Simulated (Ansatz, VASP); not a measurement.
## WC in VASP and in Ansatz

```xyz
2
Lattice="0.0000 2.0173 2.0173 2.0173 0.0000 2.0173 2.0173 2.0173 0.0000" Properties=species:S:1:pos:R:3 pbc="T T T"
W     0.0000    0.0000    0.0000
C     2.0173    2.0173    2.0173
```

Change from the starting cell: strain -0.080 along x and y, -0.080 along z, atoms carried along.

Alike in both runs: task single point; functional PBEsol; k mesh 18 × 18 × 18; occupations gaussian, width 0.15 eV; no spin polarisation.

|  | VASP | Ansatz |
| --- | --- | --- |
| version | VASP 6.6.1 | Ansatz 0.2.0 |
| potentials or method | VASP PAW PBE potentials, release 64 (W_sv, C), cutoff 520 eV | scalar-relativistic, plane waves, PAW |
| valence electrons in the cell | 18 | 18 |

|  | VASP | Ansatz | Ansatz less VASP |
| --- | --- | --- | --- |
| gap on the k mesh at the Fermi level (eV) | none | none | - |
| pressure (GPa) | 142.3 | 139.2 | -3.15 |

VASP's potentials were made for PBE, not for PBEsol. A gap of «none» marks a metal or a gap that the smearing closes. Both programs put the cell under a high pressure, so it lies far from rest at this level.

Spin-orbit coupling is off throughout. Noted on VASP's run: the cell as given lies far from equilibrium.
